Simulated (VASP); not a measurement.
# KBr (P1) in VASP: single point with PBEsol

Aim: the single point of KBr with PBEsol.

Program: VASP 6.6.1. These are calculated values, not measurements. Logs are shortened: lines on timing, memory, paths and dates and some standing lists are left out, and cuts for length are marked.

## Step 1: The cell of the first run

The typed cell holds 16 atoms: a = 9.340 Å, b = 9.340 Å, c = 9.340 Å, α = 60.00°, β = 60.00°, γ = 60.00°.

## Step 2: Single point, PBEsol

File INCAR:

```
SYSTEM = KBr
PREC = Accurate ; ENCUT = 520
EDIFF = 1E-6 ; ISMEAR = -1
SIGMA = 0.069 ; LREAL = Auto
LASPH = .True. ; NELM = 80
ALGO = Normal ; ISIF = 2
LWAVE = .False. ; LCHARG = .False.
GGA = PS ; NBANDS = 78
```

File KPOINTS:

```
Automatic mesh
0
Gamma
  2 2 2
  0 0 0
```

File POSCAR:

```
KBr
1.0
    0.0000000000      6.6044956402      6.6044956402
    6.6044956402      0.0000000000      6.6044956402
    6.6044956402      6.6044956402      0.0000000000
K Br
8 8
Direct
    0.0044372048      0.0136533514     -0.0025910381
   -0.0017463862      0.0064042740      0.5071188146
   -0.0065237381      0.4972637093      0.0034603702
    0.0007724284      0.5057666296      0.4927276324
    0.4905635762      0.0006642445      0.0137892437
    0.5063803782     -0.0043602118      0.4919932084
    0.5001455342      0.4988562609      0.0011690522
    0.4886273193      0.4974245088      0.5174728225
    0.2531832998      0.2430418744      0.2527364830
    0.2446617559      0.2571476450      0.7503628998
    0.2469277124      0.7544945551      0.2520763266
    0.2565078535      0.7550397898      0.7361117737
    0.7501778743      0.2490368061      0.2431583860
    0.7495589019      0.2426930968      0.7542485863
    0.7549444002      0.7429540827      0.2473147215
    0.7525246848      0.7479231222      0.7516893447
```

Potentials or basis: VASP PAW PBE potentials, release 64 (K_sv, Br).

Run with:

```
cat potpaw_PBE.64/K_sv/POTCAR potpaw_PBE.64/Br/POTCAR > POTCAR
mpirun -np 1 vasp_std > vasp.out
```

OUTCAR:

```text
SYSTEM = KBr
   PREC = Accurate
   ENCUT = 520
   EDIFF = 1E-6
   ISMEAR = -1
   LREAL = Auto
   LASPH = .True.
   NELM = 80
   ISIF = 2
   GGA = PS

 ion  position               nearest neighbor table
   1  0.004  0.014  0.997-  13 3.18  10 3.20  11 3.29  14 3.30
   2  0.998  0.006  0.507-  14 3.19  12 3.22   9 3.25
   3  0.993  0.497  0.003-  15 3.23  13 3.25  16 3.25  10 3.26
   4  0.001  0.506  0.493-  15 3.25  11 3.27
   5  0.491  0.001  0.014-   9 3.18  11 3.24  15 3.29
   6  0.506  0.996  0.492-  12 3.24   9 3.25  13 3.28  15 3.29
   7  0.500  0.499  0.001-  13 3.25
   8  0.489  0.497  0.517-  12 3.15  10 3.20  14 3.29
   9  0.253  0.243  0.253-   5 3.18   2 3.25   6 3.25
  10  0.245  0.257  0.750-   1 3.20   8 3.20   3 3.26
  11  0.247  0.754  0.252-   5 3.24   4 3.27   1 3.29
  12  0.257  0.755  0.736-   8 3.15   2 3.22   6 3.24
  13  0.750  0.249  0.243-   1 3.18   3 3.25   7 3.25   6 3.28
  14  0.750  0.243  0.754-   2 3.19   8 3.29   1 3.30
  15  0.755  0.743  0.247-   3 3.23   4 3.25   6 3.29   5 3.29
  16  0.753  0.748  0.752-   3 3.25

  LATTYP: Found a face centered cubic cell.
 ALAT       =    13.2089912804

  Lattice vectors:

 A1 = (   0.0000000000,   6.6044956402,   6.6044956402)
 A2 = (   6.6044956402,   0.0000000000,   6.6044956402)
 A3 = (   6.6044956402,   6.6044956402,   0.0000000000)

Analysis of symmetry for initial positions (statically):
=====================================================================
 Subroutine PRICEL returns:
 Original cell was already a primitive cell.

 Routine SETGRP: Setting up the symmetry group for a
 face centered cubic supercell.

 Subroutine GETGRP returns: Found  1 space group operations
 (whereof  1 operations were pure point group operations)
 out of a pool of 48 trial point group operations.

The static configuration has the point symmetry C_1 .

Analysis of symmetry for dynamics (positions and initial velocities):
=====================================================================
 Subroutine PRICEL returns:
 Original cell was already a primitive cell.

 Routine SETGRP: Setting up the symmetry group for a
 face centered cubic supercell.

 Subroutine GETGRP returns: Found  1 space group operations
 (whereof  1 operations were pure point group operations)
 out of a pool of 48 trial point group operations.

The dynamic configuration has the point symmetry C_1 .

 Subroutine INISYM returns: Found  1 space group operations
 (whereof  1 operations are pure point group operations),
 and found     1 'primitive' translations

[... 111 lines left out ...]
   ISIF   =      2    stress and relaxation
   ISYM   =      2    0-nonsym 1-usesym 2-fastsym
   POTIM  = 0.5000    time-step for ionic-motion
   TEBEG  =    0.0;   TEEND  =   0.0 temperature during run
   PSTRESS=    0.0 pullay stress
   NELECT =     128.0000    total number of electrons
   NUPDOWN=      -1.0000    fix difference up-down
   EMIN   =  10.00;   EMAX   =-10.00  energy-range for DOS
   EFERMI =   0.00;   METHOD = LEGACY
   ISMEAR =    -1;   SIGMA  =   0.07  broadening in eV -4-tet -1-fermi 0-gaus
   EFERMI_NEDOS =   21; number of points for ismear=-14 and -15
   IALGO  =     38    algorithm
   IMIX   =      4    mixing-type and parameters
     AMIX     =   0.40;   BMIX     =  1.00
     AMIX_MAG =   1.60;   BMIX_MAG =  1.00
  volume/ion in A,a.u.               =      36.01       243.01
  Fermi-wavevector in a.u.,A,eV,Ry     =   0.991506  1.873674 13.375661  0.983083
  Thomas-Fermi vector in A             =   2.123252
   LORBIT       =      0    0 simple, 1 ext, 2 COOP (PROOUT), +10 PAW based schemes
   GGA     = PS    functional components
   LHFCALC =     F    Hartree Fock is set to
   AEXX    =    0.0000 exact exchange contribution
   IVDW    =     0    specifies the selected vdW correction
   LEPSILON=     F    determine dielectric tensor
   LRPA    =     F    only Hartree local field effects (RPA)
 non-spin polarized calculation
  energy-cutoff  :      520.00
  volume of cell :      576.17
 maximum number of plane-waves:     15593
 NGX is ok and might be reduce to    70
   NGX = 35   NGY = 35   NGZ = 35

 number of electron     128.0000004 magnetization

 Free energy of the ion-electron system (eV)
  ---------------------------------------------------
  ext. energy  EPLUGINS =         0.00000000
  ---------------------------------------------------
  free energy    TOTEN  =       -51.57657777 eV

  energy without entropy =      -51.57657777  energy(sigma->0) =      -51.57657777

 E-fermi :  -0.1481     XC(G=0):  -7.5331

 val. band max:       -1.8279395726   @ k =   0.0000   0.0000   0.0000
 cond. band min:       2.4396333375   @ k =   0.0000   0.0000   0.0000
 fundamental gap:      4.2675729102
 Fermi energy:        -0.1480532784

 k-point     1 :       0.0000    0.0000    0.0000
  band No.  band energies     occupation
      1     -29.4947      2.00000
      2     -29.4636      2.00000
      3     -29.4531      2.00000
      4     -29.4378      2.00000
      5     -29.4350      2.00000
      6     -29.4307      2.00000
[... 621 lines left out ...]
     75       5.4300      0.00000
     76       5.4618      0.00000
 [bands above 76 left out]

------------------------ aborting loop because EDIFF is reached ----------------------------------------

  FORCE on cell =-STRESS in cart. coord.  units (eV):
  Direction    XX          YY          ZZ          XY          YZ          ZX
  --------------------------------------------------------------------------------------
  -------------------------------------------------------------------------------------
  Total       -0.5559033     -1.0113655     -0.7547890     -0.0229281      0.0209858      0.0132342
  in kB       -1.5458269     -2.8123525     -2.0988780     -0.0637572      0.0583561      0.0368010
  external PRESSURE =      -2.1523525 kB  Pullay stress =       0.0000000 kB

 VOLUME and BASIS-vectors are now :
 -----------------------------------------------------------------------------
  energy-cutoff  :      520.00
  volume of cell :      576.17
      direct lattice vectors                 reciprocal lattice vectors
     0.000000000  6.604495640  6.604495640    -0.075706008  0.075706008  0.075706008
     6.604495640  0.000000000  6.604495640     0.075706008 -0.075706008  0.075706008
     6.604495640  6.604495640  0.000000000     0.075706008  0.075706008 -0.075706008

 POSITION                                       TOTAL-FORCE (eV/Angst)
 -----------------------------------------------------------------------------------
      6.67756      6.61669      0.11948        -0.161015     -0.008746     -0.156023
      3.39156      9.94223      6.63526        -0.105756     -0.072492     -0.089177
      3.30703      6.58426      9.84559         0.015748      0.013795      0.098218
      6.59455      3.25932      3.34544         0.027897      0.043377     -0.053446
      0.09546      3.33100      3.24431        -0.180214     -0.009973      0.055746
      9.82507      6.59375      9.92009         0.073560      0.073267      0.024648
[... 8 lines left out ...]
      6.54023      6.61942      9.89286         0.061758     -0.007860      0.012023
      9.90418      9.93457      9.90970         0.022365     -0.074364     -0.007068
 -----------------------------------------------------------------------------------
    total drift:                               -0.008911     -0.011654      0.019688

  FREE ENERGIE OF THE ION-ELECTRON SYSTEM (eV)
  ---------------------------------------------------
  free  energy   TOTEN  =       -51.5765777656 eV

  energy  without entropy=      -51.5765777655  energy(sigma->0) =      -51.57657777
```

OSZICAR:

```text
N       E                     dE             d eps       ncg     rms          rms(c)
DAV:   1     0.103155898056E+04    0.10316E+04   -0.55820E+04  1248   0.142E+03
DAV:   2     0.478834824191E+02   -0.98368E+03   -0.95618E+03  1608   0.364E+02
DAV:   3    -0.495060822065E+02   -0.97390E+02   -0.97119E+02  1600   0.984E+01
DAV:   4    -0.526646829247E+02   -0.31586E+01   -0.31525E+01  1760   0.199E+01
DAV:   5    -0.529227106401E+02   -0.25803E+00   -0.25797E+00  1922   0.359E+00    0.869E+00
DAV:   6    -0.516066360099E+02    0.13161E+01   -0.25038E+00  1418   0.356E+00    0.636E+00
DAV:   7    -0.515099343411E+02    0.96702E-01   -0.14195E+00  1592   0.279E+00    0.305E+00
DAV:   8    -0.515717206837E+02   -0.61786E-01   -0.25341E-01  1488   0.152E+00    0.667E-01
DAV:   9    -0.515712275189E+02    0.49316E-03   -0.16863E-02  1912   0.331E-01    0.243E-01
DAV:  10    -0.515764434273E+02   -0.52159E-02   -0.72640E-03  1520   0.242E-01    0.643E-02
DAV:  11    -0.515765109151E+02   -0.67488E-04   -0.31452E-04  1848   0.394E-02    0.197E-02
DAV:  12    -0.515765748359E+02   -0.63921E-04   -0.68053E-05  1400   0.237E-02    0.109E-02
DAV:  13    -0.515765775190E+02   -0.26830E-05   -0.59822E-06  1208   0.676E-03    0.430E-03
DAV:  14    -0.515765777656E+02   -0.24659E-06   -0.90586E-07   952   0.360E-03
   1 F= -.51576578E+02 E0= -.51576578E+02  d E =-.737206E-10
```

stdout:

```text
POSCAR found type information on POSCAR K Br
 POSCAR found :  2 types and      16 ions
 scaLAPACK will be used
 -----------------------------------------------------------------------------
|                                                                             |
|                                                                             |
|     You enforced a specific xc type in the INCAR file but a different       |
|     I HOPE YOU KNOW WHAT YOU ARE DOING!                                     |
|                                                                             |
 -----------------------------------------------------------------------------

 LDA part: xc-table for (Slater+PW92), standard interpolation
 POSCAR, INCAR and KPOINTS ok, starting setup
 FFT: planning ... GRIDC
 FFT: planning ... GRID_SOFT
 FFT: planning ... GRID
 WAVECAR not read
 entering main loop
```

Wall time 6.3 min (1 thread of Intel Xeon 6975P-C (Granite Rapids), shared host); peak memory 0.77 GiB.

Results:

```yaml
Free_energy: -51.5766 eV
Pressure: -0.2 GPa
Largest_force: 0.233 eV/Å
Band_gap_on_the_k_mesh: 4.27 eV
```

Forces on the atoms (eV/Å):
```
K   -0.161 -0.009 -0.156
K   -0.106 -0.072 -0.089
K    0.016  0.014  0.098
K    0.028  0.043 -0.053
K   -0.180 -0.010  0.056
K    0.074  0.073  0.025
K    0.020 -0.054  0.028
K   -0.185 -0.047  0.122
Br   0.108 -0.078  0.061
Br  -0.090  0.032 -0.006
Br  -0.032  0.015 -0.024
Br   0.175  0.122 -0.094
Br   0.149  0.069 -0.028
Br   0.101 -0.017  0.057
Br   0.062 -0.008  0.012
Br   0.022 -0.074 -0.007
```

Stress tensor (GPa, compression positive):
```
-0.15 -0.01  0.00
-0.01 -0.28  0.01
 0.00  0.01 -0.21
```

Caveat: the PAW data sets were made with another functional, which shifts forces and pressure a little.
